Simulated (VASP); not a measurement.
# W8C8Br in VASP: notebook

Runs on W8C8Br. Level: PBEsol. Tasks: single point.

All numbers are computed with VASP 6.6.1; they aren't measurements. Logs are shortened: lines on timing, memory, paths and dates and some standing lists are left out, and cuts for length are marked.

## Step 1: The cell of the first run

The cell holds a slab with vacuum, 17 atoms: a = 5.799 Å, b = 5.799 Å, c = 16.247 Å, α = 90.00°, β = 90.00°, γ = 120.00°.

## Step 2: Single point, PBEsol

INCAR reads:

```
SYSTEM = W8C8Br
PREC     = Accurate       ! precision mode
ENCUT    = 520            ! plane-wave cutoff, eV
EDIFF    = 1E-7           ! SCF threshold, eV
ISMEAR   = 0              ! smearing method
SIGMA    = 0.1            ! smearing width, eV
LREAL    = Auto         
LASPH    = .True.         ! aspherical terms in the spheres
NELM     = 60             ! most SCF steps
ALGO     = Normal         ! electronic algorithm
ISIF     = 2              ! what is computed and relaxed
LWAVE    = .False.        ! write WAVECAR
LCHARG   = .True.         ! write CHGCAR
GGA      = PS             ! functional
LELF     = .True.         ! ELF
LVHAR    = .True.       
NBANDS   = 90             ! bands
```

KPOINTS reads:

```
regular mesh
0
Gamma
  3 3 1
  0 0 0
```

POSCAR reads:

```
W8C8Br
1.0
    5.7986000000      0.0000000000      0.0000000000
   -2.8993000000      5.0217350000      0.0000000000
    0.0000000000      0.0000000000     16.2471000000
W C Br
8 8 1
Direct
    0.0000000000      0.0000000000      0.0615494457
    0.0026636483      0.0022627638      0.2357471179
   -0.0000000498      0.4999999004      0.0615494457
   -0.0017481422      0.4964909538      0.2307942340
    0.5000000000      0.0000000000      0.0615494457
    0.4996194676      0.0022872573      0.2357484720
    0.4999999502      0.4999999004      0.0615494457
    0.5012274500      0.5023897119      0.2394003238
    0.3354427222      0.1709078635      0.1431653033
    0.3339646305      0.1678523459      0.3059823599
    0.3351614487      0.6664740374      0.1428518320
    0.3173796095      0.6725683454      0.3102828197
    0.8313325422      0.1626688784      0.1398416333
    0.8375931344      0.1751193562      0.3014257929
    0.8313116659      0.6664718469      0.1428523860
    0.8552648907      0.6725930381      0.3102922983
    0.0837656479      0.6674788694      0.4130010894
```

Potentials or basis: VASP PAW PBE potentials, release 64 (W_sv, C, Br).

Command:

```sh
cat potpaw_PBE.64/W_sv/POTCAR potpaw_PBE.64/C/POTCAR potpaw_PBE.64/Br/POTCAR > POTCAR
mpirun -np 1 vasp_std > vasp.out
```

OUTCAR:

```text
SYSTEM = W8C8Br
   PREC = Accurate
   ENCUT = 520
   EDIFF = 1E-7
   ISMEAR = 0
   LREAL = Auto
   LASPH = .True.
   NELM = 60
   ISIF = 2
   GGA = PS

 ion  position               nearest neighbor table
   1  0.000  0.000  0.062-  13 2.09  15 2.13   9 2.14   2 2.83   7 2.90   3 2.90   5 2.90   5 2.90
                             3 2.90   7 2.90
   2  0.003  0.002  0.236-  14 2.00  10 2.02  16 2.05   9 2.25  15 2.26  13 2.28   1 2.83   4 2.88
                             6 2.88   8 2.90   8 2.90   6 2.92   4 2.92
   3  1.000  0.500  0.062-  13 2.12  11 2.14  15 2.14   4 2.75   5 2.90   1 2.90   7 2.90   7 2.90
                             5 2.90   1 2.90
   4  0.998  0.496  0.231-  14 1.98  16 2.06  12 2.06  11 2.21  15 2.21  13 2.23   3 2.75   6 2.88
                             2 2.88   8 2.90   8 2.90   2 2.92   6 2.92  17 3.08
   5  0.500  0.000  0.062-  13 2.09  11 2.13   9 2.14   6 2.83   7 2.90   3 2.90   1 2.90   1 2.90
                             7 2.90   3 2.90
   6  0.500  0.002  0.236-  14 2.00  10 2.02  12 2.05   9 2.25  11 2.26  13 2.28   5 2.83   4 2.88
                             2 2.88   8 2.90   8 2.90   2 2.92   4 2.92
   7  0.500  0.500  0.062-   9 2.12  11 2.12  15 2.12   8 2.89   1 2.90   5 2.90   3 2.90   3 2.90
                             1 2.90   5 2.90
   8  0.501  0.502  0.239-  10 2.00  12 2.12  16 2.12  15 2.28  11 2.28   9 2.28   7 2.89   6 2.90
                             2 2.90   4 2.90   4 2.90   2 2.90   6 2.90
   9  0.335  0.171  0.143-   7 2.12   1 2.14   5 2.14   2 2.25   6 2.25   8 2.28
  10  0.334  0.168  0.306-   8 2.00   6 2.02   2 2.02
  11  0.335  0.666  0.143-   7 2.12   5 2.13   3 2.14   4 2.21   6 2.26   8 2.28
  12  0.317  0.673  0.310-   6 2.05   4 2.06   8 2.12  17 2.14
  13  0.831  0.163  0.140-   5 2.09   1 2.09   3 2.12   4 2.23   6 2.28   2 2.28
  14  0.838  0.175  0.301-   4 1.98   2 2.00   6 2.00
  15  0.831  0.666  0.143-   7 2.12   1 2.13   3 2.14   4 2.21   2 2.26   8 2.28
  16  0.855  0.673  0.310-   2 2.05   4 2.06   8 2.12  17 2.14
  17  0.084  0.667  0.413-  16 2.14  12 2.14   4 3.08

  LATTYP: Found a hexagonal cell.
 ALAT       =     5.7986000000
 C/A-ratio  =     2.8019004587

  Lattice vectors:

 A1 = (   5.7986000000,   0.0000000000,   0.0000000000)
 A2 = (  -2.8993000000,   5.0217350000,   0.0000000000)
 A3 = (   0.0000000000,   0.0000000000,  16.2471000000)

Analysis of symmetry for initial positions (statically):
=====================================================================
 Subroutine PRICEL returns:
 Original cell was already a primitive cell.

 Routine SETGRP: Setting up the symmetry group for a
 hexagonal supercell.

 Subroutine GETGRP returns: Found  1 space group operations
 (whereof  1 operations were pure point group operations)
 out of a pool of 24 trial point group operations.

The static configuration has the point symmetry C_1 .

Analysis of symmetry for dynamics (positions and initial velocities):
=====================================================================
 Subroutine PRICEL returns:
 Original cell was already a primitive cell.

 Routine SETGRP: Setting up the symmetry group for a
 hexagonal supercell.

 Subroutine GETGRP returns: Found  1 space group operations
 (whereof  1 operations were pure point group operations)
 out of a pool of 24 trial point group operations.

The dynamic configuration has the point symmetry C_1 .

 Subroutine INISYM returns: Found  1 space group operations
 (whereof  1 operations are pure point group operations),
 and found     1 'primitive' translations

----------------------------------------------------------------------------------------

                                     Primitive cell

  volume of cell :     473.0998

  direct lattice vectors                    reciprocal lattice vectors
     5.798600000  0.000000000  0.000000000     0.172455420  0.099567181  0.000000000
    -2.899300000  5.021735000  0.000000000     0.000000000  0.199134363  0.000000000
     0.000000000  0.000000000 16.247100000     0.000000000  0.000000000  0.061549446

  length of vectors
     5.798600000  5.798600081 16.247100000     0.199134366  0.199134363  0.061549446

  position of ions in fractional coordinates (direct lattice)
     0.000000000  0.000000000  0.061549446
     0.002663648  0.002262764  0.235747118
     0.999999950  0.499999900  0.061549446
     0.998251858  0.496490954  0.230794234
     0.500000000  0.000000000  0.061549446
     0.499619468  0.002287257  0.235748472
[... 9 lines left out ...]
     0.855264891  0.672593038  0.310292298
     0.083765648  0.667478869  0.413001089

  ion indices of the primitive-cell ions
   primitive index   ion index
                 1           1
                 2           2
                 3           3
                 4           4
                 5           5
                 6           6
[... 9 lines left out ...]
                16          16
                17          17

----------------------------------------------------------------------------------------

 KPOINTS: regular mesh

Automatic generation of k-mesh.
 Grid dimensions read from file:
 generate k-points for:    3    3    1

 Generating k-lattice:

  Cartesian coordinates                     Fractional coordinates (reciprocal lattice)
     0.057485140  0.033189060  0.000000000     0.333333333  0.000000000  0.000000000
     0.000000000  0.066378121  0.000000000     0.000000000  0.333333333  0.000000000
     0.000000000  0.000000000  0.061549446     0.000000000  0.000000000  1.000000000

  Length of vectors
     0.066378122  0.066378121  0.061549446

  Shift w.r.t. Gamma in fractional coordinates (k-lattice)
     0.000000000  0.000000000  0.000000000

 Subroutine IBZKPT returns following result:
 ===========================================

 Found      5 irreducible k-points:

 Following reciprocal coordinates:
            Coordinates               Weight
  0.000000  0.000000  0.000000      1.000000
  0.333333 -0.000000  0.000000      2.000000
  0.000000  0.333333  0.000000      2.000000
 -0.333333  0.333333  0.000000      2.000000
  0.333333  0.333333  0.000000      2.000000
   k-points           NKPTS =      5   k-points in BZ     NKDIM =      5   number of bands    NBANDS=     90
   number of dos      NEDOS =    301   number of ions     NIONS =     17
   total plane-waves  NPLWV = 290304
   dimension x,y,z NGX =    48 NGY =   48 NGZ =  126
   dimension x,y,z NGXF=    96 NGYF=   96 NGZF=  252
   ions per type =               8   8   1
   NGX,Y,Z   is equivalent  to a cutoff of  13.76, 13.76, 12.89 a.u.
   NGXF,Y,Z  is equivalent  to a cutoff of  27.52, 27.52, 25.79 a.u.
 SYSTEM =  W8C8Br
   PREC   = accura    normal or accurate (medium, high low for compatibility)
   ISTART =      0    job   : 0-new  1-cont  2-samecut
   ICHARG =      2    charge: 1-file 2-atom 10-const
   ISPIN  =      1    spin polarized calculation?
   LNONCOLLINEAR =      F non collinear calculations
   LSORBIT =      F    spin-orbit coupling
   LASPH  =      T    aspherical Exc in radial PAW
   ENCUT  =  520.0 eV  38.22 Ry    6.18 a.u.  10.78 10.78 30.21*2*pi/ulx,y,z
   NELM   =     60;   NELMIN=  2; NELMDL= -5     # of ELM steps
   EDIFF  = 0.1E-06   stopping-criterion for ELM
   LREAL  =      T    real-space projection
   EDIFFG = 0.1E-05   stopping-criterion for IOM
   NSW    =      0    number of steps for IOM
   IBRION =     -1    ionic relax: 0-MD 1-quasi-New 2-CG
   NFREE  =      0    steps in history (QN), initial steepest desc. (CG)
   ISIF   =      2    stress and relaxation
   ISYM   =      2    0-nonsym 1-usesym 2-fastsym
   POTIM  = 0.5000    time-step for ionic-motion
   TEBEG  =    0.0;   TEEND  =   0.0 temperature during run
   PSTRESS=    0.0 pullay stress
   NELECT =     151.0000    total number of electrons
   NUPDOWN=      -1.0000    fix difference up-down
   EMIN   =  10.00;   EMAX   =-10.00  energy-range for DOS
   EFERMI =   0.00;   METHOD = LEGACY
   ISMEAR =     0;   SIGMA  =   0.10  broadening in eV -4-tet -1-fermi 0-gaus
   EFERMI_NEDOS =   21; number of points for ismear=-14 and -15
   IALGO  =     38    algorithm
   IMIX   =      4    mixing-type and parameters
     AMIX     =   0.40;   BMIX     =  1.00
     AMIX_MAG =   1.60;   BMIX_MAG =  1.00
  volume/ion in A,a.u.               =      27.83       187.80
  Fermi-wavevector in a.u.,A,eV,Ry     =   1.118793  2.114211 17.030367  1.251697
  Thomas-Fermi vector in A             =   2.255426
   LORBIT       =      0    0 simple, 1 ext, 2 COOP (PROOUT), +10 PAW based schemes
   GGA     = PS    functional components
   LHFCALC =     F    Hartree Fock is set to
   AEXX    =    0.0000 exact exchange contribution
   IVDW    =     0    specifies the selected vdW correction
   LEPSILON=     F    determine dielectric tensor
   LRPA    =     F    only Hartree local field effects (RPA)
 non-spin polarized calculation
 Gauss-broadening in eV      SIGMA  =   0.10
  energy-cutoff  :      520.00
  volume of cell :      473.10
 maximum number of plane-waves:     12753
 NGX is ok and might be reduce to    48
   NGX = 21   NGY = 21   NGZ = 61

 number of electron     150.9999985 magnetization

 Free energy of the ion-electron system (eV)
  ---------------------------------------------------
  ext. energy  EPLUGINS =         0.00000000
  ---------------------------------------------------
  free energy    TOTEN  =      -174.80467747 eV

  energy without entropy =     -174.79116709  energy(sigma->0) =     -174.79792228

 E-fermi :   0.9458     XC(G=0):  -6.6022

 val. band max:        0.8626129845   @ k =  -0.3333   0.3333   0.0000
 cond. band min:       1.2562708272   @ k =   0.0000   0.0000   0.0000
 fundamental gap:      0.3936578427
 Fermi energy:         0.9458049600

 k-point     1 :       0.0000    0.0000    0.0000
  band No.  band energies     occupation
      1     -72.8947      2.00000
      2     -72.8448      2.00000
      3     -72.7968      2.00000
      4     -72.7817      2.00000
      5     -72.7662      2.00000
      6     -72.7166      2.00000
[... 439 lines left out ...]
     86       3.4633      0.00000
     87       3.5107      0.00000
 [bands above 87 left out]

------------------------ aborting loop because EDIFF is reached ----------------------------------------

  FORCE on cell =-STRESS in cart. coord.  units (eV):
  Direction    XX          YY          ZZ          XY          YZ          ZX
  --------------------------------------------------------------------------------------
  -------------------------------------------------------------------------------------
  Total       -2.8948791      1.6646187      1.0438405     -0.0017661     -0.0321191     -0.0078099
  in kB       -9.8036596      5.6373183      3.5350205     -0.0059811     -0.1087729     -0.0264487
  external PRESSURE =      -0.2104403 kB  Pullay stress =       0.0000000 kB

 VOLUME and BASIS-vectors are now :
 -----------------------------------------------------------------------------
  energy-cutoff  :      520.00
  volume of cell :      473.10
      direct lattice vectors                 reciprocal lattice vectors
     5.798600000  0.000000000  0.000000000     0.172455420  0.099567181  0.000000000
    -2.899300000  5.021735000  0.000000000     0.000000000  0.199134363  0.000000000
     0.000000000  0.000000000 16.247100000     0.000000000  0.000000000  0.061549446

 POSITION                                       TOTAL-FORCE (eV/Angst)
 -----------------------------------------------------------------------------------
      0.00000      0.00000      1.00000         0.148468     -0.119632     -0.097312
      0.00888      0.01136      3.83021         0.003294     -0.014887     -0.030522
      4.34895      2.51087      1.00000         0.000229      0.069874     -0.474433
      4.34899      2.49325      3.74974         0.001899      0.012284     -0.036445
      2.89930      0.00000      1.00000        -0.148545     -0.119815     -0.097461
      2.89046      0.01149      3.83023         0.001372     -0.019444     -0.031606
[... 9 lines left out ...]
      3.00929      3.37758      5.04135        -0.004273     -0.000713      0.076058
     -1.44950      3.35190      6.71007        -0.000262      0.003975      0.036410
 -----------------------------------------------------------------------------------
    total drift:                               -0.001063      0.037068     -0.004759

  FREE ENERGIE OF THE ION-ELECTRON SYSTEM (eV)
  ---------------------------------------------------
  free  energy   TOTEN  =      -174.8046774720 eV

  energy  without entropy=     -174.7911670890  energy(sigma->0) =     -174.79792228
```

Run time: 8 min. Hardware: 1 thread of Intel Xeon Platinum 8559C (Emerald Rapids), shared host; peak memory 0.65 GiB.

Results:

| Property | Result |
| --- | --- |
| Free energy | -174.8047 eV |
| Largest force | 0.480 eV/Å |
| Band gap on the k mesh | zero (an odd number of electrons rules out a gap without spin polarisation) |

Forces in eV/Å, atoms in the order of the input:
```
W    0.148 -0.120 -0.097
W    0.003 -0.015 -0.031
W    0.000  0.070 -0.474
W    0.002  0.012 -0.036
W   -0.149 -0.120 -0.097
W    0.001 -0.019 -0.032
W    0.000  0.159  0.399
W   -0.003  0.032 -0.014
C    0.001  0.010 -0.003
C   -0.002 -0.010  0.093
C    0.013 -0.001  0.000
C    0.003  0.000  0.076
C    0.000 -0.005 -0.002
C   -0.002  0.005  0.105
C   -0.013 -0.001  0.000
C   -0.004 -0.001  0.076
Br   0.000  0.004  0.036
```

Levels at points of the mesh, in eV from the Fermi level:
```csv
k point,band 73,band 74,band 75,band 76,band 77,band 78,band 79,band 80
"(0.00, 0.00, 0.00)",0.31,0.35,0.54,0.58,0.59,1.21,1.41,2.09
```

Caveat: the k points lie up to 0.42 Å⁻¹ apart, too coarse for converged energies and pressures of a metal; the PAW data sets were made with another functional, which shifts forces and pressure a little; spin-orbit coupling is left out, which moves the levels of the heavy elements; an odd number of electrons without spin polarisation forces a metal; a magnetic or distorted state may lie lower.

## Step 3: Single point, PBEsol

INCAR reads:

```
PREC = Accurate ; ENCUT = 520
EDIFF = 1E-6 ; ISMEAR = 0
SIGMA = 0.1 ; LREAL = Auto
LASPH = True ; NELM = 60
ALGO = Normal ; ISIF = 2
LWAVE = False ; LCHARG = True
GGA = PS ; LELF = True
LVHAR = True ; NBANDS = 90
```

KPOINTS reads:

```
Automatic mesh
0
Gamma
  3 3 1
```

POSCAR reads:

```
W8C8Br
1.0
    5.7986000000      0.0000000000      0.0000000000
   -2.8993000000      5.0217350000      0.0000000000
    0.0000000000      0.0000000000     16.2471000000
W C Br
8 8 1
Direct
    0.0000000000      0.0000000000      0.0615494457
   -0.0030085295     -0.0059656672      0.2354390630
   -0.0000000498      0.4999999004      0.0615494457
   -0.0052859157      0.4931476870      0.2350100633
    0.5000000000      0.0000000000      0.0615494457
    0.4961349769     -0.0077059024      0.2376730001
    0.4999999502      0.4999999004      0.0615494457
    0.4984249518      0.4930893406      0.2350032929
    0.3331539635      0.1636914333      0.1421042525
    0.3294065984      0.1600293524      0.3041704058
    0.3323668467      0.6646943736      0.1434789593
    0.3212612760      0.6426087796      0.3131883844
    0.8304727414      0.1636609658      0.1421005595
    0.8308756203      0.1602450149      0.3041832696
    0.8326298424      0.6653431533      0.1408768950
    0.8285240403      0.6569970339      0.3030981529
    0.2611302896      0.5215155718      0.4250505013
```

Potentials or basis: VASP PAW PBE potentials, release 64 (W_sv, C, Br).

Command:

```sh
cat potpaw_PBE.64/W_sv/POTCAR potpaw_PBE.64/C/POTCAR potpaw_PBE.64/Br/POTCAR > POTCAR
mpirun -np 1 vasp_std > vasp.out
```

It took 8.1 min on 1 thread of Intel Xeon Platinum 8559C (Emerald Rapids), shared host; peak memory 0.66 GiB.

It converged, with:

```
Free energy            : -175.4276 eV
Largest force          : 0.967 eV/Å
Band gap on the k mesh : zero (an odd number of electrons rules out a gap without spin polarisation)
```

Forces on the atoms (eV/Å):
```
W   -0.001 -0.062 -0.186
W    0.002 -0.024 -0.016
W    0.131 -0.094 -0.112
W    0.011 -0.034 -0.026
W    0.000 -0.289  0.182
W    0.011 -0.062 -0.076
W   -0.133 -0.095 -0.114
W   -0.013 -0.027 -0.018
C   -0.003 -0.012 -0.017
C    0.059 -0.061  0.052
C   -0.002 -0.026  0.017
C    0.007 -0.047  0.158
C    0.005 -0.009 -0.016
C   -0.072 -0.077  0.047
C    0.003  0.000  0.012
C   -0.002 -0.046  0.123
Br  -0.002  0.967 -0.009
```

Levels at points of the mesh, in eV from the Fermi level:
```tsv
k point	band 73	band 74	band 75	band 76	band 77	band 78	band 79	band 80
(0.00, 0.00, 0.00)	0.38	0.45	0.62	0.63	0.66	1.41	1.46	1.78
```

Caveat: the k points lie up to 0.42 Å⁻¹ apart, too coarse for converged energies and pressures of a metal; the PAW data sets were made with another functional, which shifts forces and pressure a little; spin-orbit coupling is left out, which moves the levels of the heavy elements; an odd number of electrons without spin polarisation forces a metal; a magnetic or distorted state may lie lower.
